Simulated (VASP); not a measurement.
# Ru (P6_3/mmc) in VASP: notebook

Ru is run at these levels: PBE; tasks: relaxation of the atoms.

All numbers are computed with VASP 6.6.1; they aren't measurements. Logs are shortened: lines on timing, memory, paths and dates and some standing lists are left out, and cuts for length are marked.

### 1 The cell of the first run

It takes space group P6_3/mmc (No. 194, hexagonal). Conventional cell: a = 2.741 Å, b = 2.741 Å, c = 4.338 Å, α = 90.00°, β = 90.00°, γ = 120.00°. Within 3.5 Å of Ru (site symmetry -6m2) lie 12 Ru at 2.69 to 2.74 Å.

### 2 Relaxation of the atoms, PBE (volume scaled by 1.04)

The input, INCAR:

```
SYSTEM = Ru
PREC = Accurate
ENCUT = 450
EDIFF = 1E-7
ISMEAR = -1
SIGMA = 0.05
LREAL = .False.
LASPH = .True.
NELM = 120
ALGO = Normal
ISIF = 2
LWAVE = .False.
LCHARG = .False.
GGA = PE
IBRION = 2
NSW = 80
EDIFFG = -0.02
GGA_COMPAT = .False.
NELMIN = 4
```

The input, KPOINTS:

```
regular mesh
0
Gamma
  20 20 11
  0 0 0
```

The input, POSCAR:

```
Ru
1.0
    2.7414067149      0.0000000000      0.0000000000
   -1.3707033574      2.3741278572      0.0000000000
    0.0000000000      0.0000000000      4.3382472512
Ru
2
Direct
    0.3333333333      0.6666666667      0.2500000000
    0.6666666667      0.3333333333      0.7500000000
```

Potentials or basis: VASP PAW PBE potentials, release 64 (Ru_pv).

Launch:

```
$ cat potpaw_PBE.64/Ru_pv/POTCAR > POTCAR
$ mpirun -np 1 vasp_std > vasp.out
```

OUTCAR:

```text
SYSTEM = Ru
   PREC = Accurate
   ENCUT = 450
   EDIFF = 1E-7
   ISMEAR = -1
   LREAL = .False.
   LASPH = .True.
   NELM = 120
   ISIF = 2
   GGA = PE
   IBRION = 2
   NSW = 80
   EDIFFG = -0.02
   NELMIN = 4

 ion  position               nearest neighbor table
   1  0.333  0.667  0.250-   2 2.69   2 2.69   2 2.69   2 2.69   2 2.69   2 2.69
   2  0.667  0.333  0.750-   1 2.69   1 2.69   1 2.69   1 2.69   1 2.69   1 2.69

  LATTYP: Found a hexagonal cell.
 ALAT       =     2.7414067149
 C/A-ratio  =     1.5824894670

  Lattice vectors:

 A1 = (   2.7414067149,   0.0000000000,   0.0000000000)
 A2 = (  -1.3707033574,   2.3741278572,   0.0000000000)
 A3 = (   0.0000000000,   0.0000000000,   4.3382472512)

Analysis of symmetry for initial positions (statically):
=====================================================================
 Subroutine PRICEL returns:
 Original cell was already a primitive cell.

 Routine SETGRP: Setting up the symmetry group for a
 hexagonal supercell.

 Subroutine GETGRP returns: Found 24 space group operations
 (whereof 12 operations were pure point group operations)
 out of a pool of 24 trial point group operations.

The static configuration has the point symmetry D_3d.
 The point group associated with its full space group is D_6h.

Analysis of symmetry for dynamics (positions and initial velocities):
=====================================================================
 Subroutine PRICEL returns:
 Original cell was already a primitive cell.

 Routine SETGRP: Setting up the symmetry group for a
 hexagonal supercell.

 Subroutine GETGRP returns: Found 24 space group operations
 (whereof 12 operations were pure point group operations)
 out of a pool of 24 trial point group operations.

The dynamic configuration has the point symmetry D_3d.
 The point group associated with its full space group is D_6h.

 Subroutine INISYM returns: Found 24 space group operations
 (whereof 12 operations are pure point group operations),
 and found     1 'primitive' translations

----------------------------------------------------------------------------------------

                                     Primitive cell
[... 85 lines left out ...]
   ISPIN  =      1    spin polarized calculation?
   LNONCOLLINEAR =      F non collinear calculations
   LSORBIT =      F    spin-orbit coupling
   LASPH  =      T    aspherical Exc in radial PAW
   ENCUT  =  450.0 eV  33.07 Ry    5.75 a.u.   4.74  4.74  7.50*2*pi/ulx,y,z
   NELM   =    120;   NELMIN=  4; NELMDL= -5     # of ELM steps
   EDIFF  = 0.1E-06   stopping-criterion for ELM
   LREAL  =      F    real-space projection
   EDIFFG = -.2E-01   stopping-criterion for IOM
   NSW    =     80    number of steps for IOM
   IBRION =      2    ionic relax: 0-MD 1-quasi-New 2-CG
   NFREE  =      1    steps in history (QN), initial steepest desc. (CG)
   ISIF   =      2    stress and relaxation
   ISYM   =      2    0-nonsym 1-usesym 2-fastsym
   POTIM  = 0.5000    time-step for ionic-motion
   TEBEG  =    0.0;   TEEND  =   0.0 temperature during run
   PSTRESS=    0.0 pullay stress
   NELECT =      28.0000    total number of electrons
   NUPDOWN=      -1.0000    fix difference up-down
   EMIN   =  10.00;   EMAX   =-10.00  energy-range for DOS
   EFERMI =   0.00;   METHOD = LEGACY
   ISMEAR =    -1;   SIGMA  =   0.05  broadening in eV -4-tet -1-fermi 0-gaus
   EFERMI_NEDOS =   21; number of points for ismear=-14 and -15
   IALGO  =     38    algorithm
   IMIX   =      4    mixing-type and parameters
     AMIX     =   0.40;   BMIX     =  1.00
     AMIX_MAG =   1.60;   BMIX_MAG =  1.00
  volume/ion in A,a.u.               =      14.12        95.27
  Fermi-wavevector in a.u.,A,eV,Ry     =   1.632539  3.085051 36.262022  2.665183
  Thomas-Fermi vector in A             =   2.724493
   LORBIT       =      0    0 simple, 1 ext, 2 COOP (PROOUT), +10 PAW based schemes
   GGA     = PE    functional components
   LHFCALC =     F    Hartree Fock is set to
   AEXX    =    0.0000 exact exchange contribution
   IVDW    =     0    specifies the selected vdW correction
   LEPSILON=     F    determine dielectric tensor
   LRPA    =     F    only Hartree local field effects (RPA)
 conjugate gradient relaxation of ions
 non-spin polarized calculation
  energy-cutoff  :      450.00
  volume of cell :       28.24
 maximum number of plane-waves:       639
 NGX is ok and might be reduce to    20
   NGX =  9   NGY =  9   NGZ = 15

 number of electron      28.0000012 magnetization

 Free energy of the ion-electron system (eV)
  ---------------------------------------------------
  ext. energy  EPLUGINS =         0.00000000
  ---------------------------------------------------
  free energy    TOTEN  =       -18.45749599 eV

  energy without entropy =      -18.44280845  energy(sigma->0) =      -18.45015222

 E-fermi :  12.1611     XC(G=0): -13.8790

 val. band max:       12.1607443787   @ k =   0.1000  -0.0000   0.3636
 cond. band min:      12.1663480969   @ k =   0.3000   0.1000   0.1818
 fundamental gap:      0.0056037182
 Fermi energy:        12.1610534573

 k-point     1 :       0.0000    0.0000    0.0000
  band No.  band energies     occupation
      1     -31.3644      2.00000
      2     -30.5502      2.00000
      3     -30.5502      2.00000
      4     -30.3998      2.00000
      5     -30.3998      2.00000
      6     -30.3603      2.00000
[... 481 lines left out ...]
      5     -30.5006      2.00000
      6     -30.4953      2.00000
[... 10 lines left out ...]
     17      13.7162      0.00000
     18      20.8490      0.00000

 [... further k-points ...]

------------------------ aborting loop because EDIFF is reached ----------------------------------------

  FORCE on cell =-STRESS in cart. coord.  units (eV):
  Direction    XX          YY          ZZ          XY          YZ          ZX
  --------------------------------------------------------------------------------------
  -------------------------------------------------------------------------------------
  Total       -1.2201148     -1.2201148     -1.5963231     -0.0000000      0.0000000     -0.0000000
  in kB      -69.2339942    -69.2339942    -90.5815016     -0.0000000      0.0000000     -0.0000000
  external PRESSURE =     -76.3498300 kB  Pullay stress =       0.0000000 kB

 VOLUME and BASIS-vectors are now :
 -----------------------------------------------------------------------------
  energy-cutoff  :      450.00
  volume of cell :       28.24
      direct lattice vectors                 reciprocal lattice vectors
     2.741406715  0.000000000  0.000000000     0.364776228  0.210603653  0.000000000
    -1.370703357  2.374127857  0.000000000     0.000000000  0.421207306  0.000000000
     0.000000000  0.000000000  4.338247251     0.000000000  0.000000000  0.230507839

 POSITION                                       TOTAL-FORCE (eV/Angst)
 -----------------------------------------------------------------------------------
     -0.00000      1.58275      1.08456        -0.000000     -0.000000      0.000000
      1.37070      0.79138      3.25369         0.000000      0.000000      0.000000
 -----------------------------------------------------------------------------------
    total drift:                                0.000000     -0.000000      0.000000

  FREE ENERGIE OF THE ION-ELECTRON SYSTEM (eV)
  ---------------------------------------------------
  free  energy   TOTEN  =       -18.4574959944 eV

  energy  without entropy=      -18.4428084517  energy(sigma->0) =      -18.45015222

 reached required accuracy - stopping structural energy minimisation
```

OSZICAR:

```text
N       E                     dE             d eps       ncg     rms          rms(c)
DAV:   1     0.261115072988E+03    0.26112E+03   -0.16835E+04  9536   0.155E+03
DAV:   2    -0.137008409706E+02   -0.27482E+03   -0.26964E+03 10038   0.465E+02
DAV:   3    -0.197708755146E+02   -0.60700E+01   -0.58776E+01 10112   0.735E+01
DAV:   4    -0.198435610382E+02   -0.72686E-01   -0.72443E-01 11638   0.674E+00
DAV:   5    -0.198445220954E+02   -0.96106E-03   -0.96102E-03 10374   0.734E-01    0.162E+01
DAV:   6    -0.185421606097E+02    0.13024E+01   -0.36714E+00  9574   0.198E+01    0.390E+00
DAV:   7    -0.184654032182E+02    0.76757E-01   -0.24177E-01  9752   0.456E+00    0.988E-01
DAV:   8    -0.184575729813E+02    0.78302E-02   -0.60825E-03  9850   0.914E-01    0.212E-01
DAV:   9    -0.184574825263E+02    0.90455E-04   -0.59512E-04 12148   0.264E-01    0.467E-02
DAV:  10    -0.184574933217E+02   -0.10795E-04   -0.21727E-05 10432   0.453E-02    0.131E-02
DAV:  11    -0.184574962832E+02   -0.29615E-05   -0.23012E-06 10242   0.137E-02    0.353E-03
DAV:  12    -0.184574958273E+02    0.45586E-06   -0.87002E-08  6180   0.238E-03    0.672E-04
DAV:  13    -0.184574959753E+02   -0.14800E-06   -0.24107E-08  4848   0.153E-03    0.556E-04
DAV:  14    -0.184574959944E+02   -0.19056E-07   -0.48740E-09  4806   0.521E-04
   1 F= -.18457496E+02 E0= -.18450152E+02  d E =-.184575E+02
```

Run time: 2.3 min. Hardware: 1 thread of Intel Xeon 8259CL, shared host; peak memory 0.2 GiB.

What came out:

| Quantity | Value |
| --- | --- |
| Free energy | -18.4575 eV |
| Pressure after relaxing | -7.6 GPa |
| Band gap on the k mesh | zero (band 14 reaches 13.65 eV, above the bottom of band 15 at 10.61 eV) |

Final structure:
```yaml
crystal:
  lattice:
    - [2.74141, 0.00000, 0.00000]
    - [-1.37070, 2.37413, 0.00000]
    - [0.00000, 0.00000, 4.33825]
  atoms:
    - { symbol: Ru, position: [0.33333, 0.66667, 0.25000] }
    - { symbol: Ru, position: [0.66667, 0.33333, 0.75000] }
```

Caveat: the relaxation stopped at its first step, so nothing moved.

### 3 Relaxation of the atoms, PBE (volume scaled by 1.04)

The input, INCAR:

```
ALGO = Normal
EDIFF = 1E-6
EDIFFG = -0.02
ENCUT = 520
GGA = PE
IBRION = 2
ISIF = 2
ISMEAR = -1
LASPH = T
LCHARG = F
LREAL = F
LWAVE = F
NELM = 100
NSW = 80
PREC = Accurate
SIGMA = 0.05
```

The input, KPOINTS:

```
k-points
0
Gamma
  20 20 11
```

POSCAR is that of step 2.

Potentials or basis: VASP PAW PBE potentials, release 64 (Ru_pv).

Launch:

```
$ cat potpaw_PBE.64/Ru_pv/POTCAR > POTCAR
$ mpirun -np 1 vasp_std > vasp.out
```

It took 67 s on 1 thread of Oxide Virtual Turin-like, shared host; peak memory 0.19 GiB.

It converged, with:

| Quantity | Value |
| --- | --- |
| Free energy | -18.4577 eV |
| Pressure after relaxing | -7.5 GPa |
| Band gap on the k mesh | zero (band 14 reaches 13.65 eV, above the bottom of band 15 at 10.61 eV) |

Stress tensor (GPa, compression positive):
```
-6.80  0.00  0.00
 0.00 -6.80  0.00
 0.00  0.00 -8.92
```

Final structure:
```
Ru
1.0
     2.74141    0.00000    0.00000
    -1.37070    2.37413    0.00000
     0.00000    0.00000    4.33825
Ru
2
Direct
  0.33333 0.66667 0.25000
  0.66667 0.33333 0.75000
```

Levels at points of the mesh, in eV from the Fermi level:
| k point | band 10 | band 11 | band 12 | band 13 | band 14 | band 15 | band 16 | band 17 | band 18 |
| --- | --- | --- | --- | --- | --- | --- | --- | --- | --- |
| (0.00, 0.00, 0.00) | -2.47 | -2.30 | -1.83 | -1.83 | -1.33 | -1.33 | 1.09 | 1.09 | 1.24 |
| (0.50, 0.00, 0.00) | -2.86 | -1.99 | -1.74 | -1.47 | 1.31 | 1.70 | 1.77 | 3.83 | 5.82 |

Caveat: the relaxation stopped at its first step, so nothing moved.

### 4 Relaxation of the atoms, PBE (volume scaled by 1.06)

Edit INCAR of step 3 so:

```diff
@@ -1,3 +1,3 @@
 ALGO = Normal
-EDIFF = 1E-6
+EDIFF = 1E-7
 EDIFFG = -0.02
@@ -12,3 +12,3 @@
 LWAVE = F
-NELM = 100
+NELM = 80
 NSW = 80
```

KPOINTS is that of step 3.

The input, POSCAR:

```
Ru
1.0
    2.7588683749      0.0000000000      0.0000000000
   -1.3794341875      2.3892500984      0.0000000000
    0.0000000000      0.0000000000      4.3658801443
Ru
2
Direct
    0.3333333333      0.6666666667      0.2500000000
    0.6666666667      0.3333333333      0.7500000000
```

Launch:

```
$ cat potpaw_PBE.64/Ru_pv/POTCAR > POTCAR
$ mpirun -np 1 vasp_std > vasp.out
```

Run time: 2 min. Hardware: 1 thread of Oxide Virtual Turin-like, shared host; peak memory 0.2 GiB.

It converged, with:

```
Free energy             : -18.4239 eV
Pressure after relaxing : -12.5 GPa
Band gap on the k mesh  : zero (band 14 reaches 13.26 eV, above the bottom of band 15 at 10.32 eV)
```

Stress tensor (GPa, compression positive):
```
-11.74   0.00   0.00
  0.00 -11.74   0.00
  0.00   0.00 -14.10
```

Final structure:
```
Ru
1.0
     2.75887    0.00000    0.00000
    -1.37943    2.38925    0.00000
     0.00000    0.00000    4.36588
Ru
2
Direct
  0.33333 0.66667 0.25000
  0.66667 0.33333 0.75000
```

Levels at points of the mesh, in eV from the Fermi level:
```
           k point  band 12  band 13  band 14  band 15  band 16  band 17
(0.00, 0.00, 0.00)    -1.78    -1.78    -1.29    -1.29     1.06     1.06
(0.50, 0.00, 0.00)    -1.71    -1.43     1.26     1.64     1.71     3.74
```

Caveat: the relaxation stopped at its first step, so nothing moved.

### 5 Overview

```tsv
cell	cutoff (eV)	gap on the mesh (eV)	pressure (GPa)
atoms relaxed from a = 2.741, b = 2.741, c = 4.338 Å, angles 90.0, 90.0, 120.0°, 2 atoms	450	none	-7.6
atoms relaxed from a = 2.741, b = 2.741, c = 4.338 Å, angles 90.0, 90.0, 120.0°, 2 atoms	520	none	-7.5
atoms relaxed from a = 2.759, b = 2.759, c = 4.366 Å, angles 90.0, 90.0, 120.0°, 2 atoms	520	none	-12.5
```

Alike in all rows: task relaxation of the atoms; level PBE; potentials or basis VASP PAW PBE potentials, release 64 (Ru_pv); no spin polarisation; k mesh 20 × 20 × 11; smearing fermi-dirac 0.05 eV.

Caveats: the relaxation stopped at its first step, so nothing moved.

Total energies depend on the potentials used, so only differences within one code and one set of settings carry meaning.
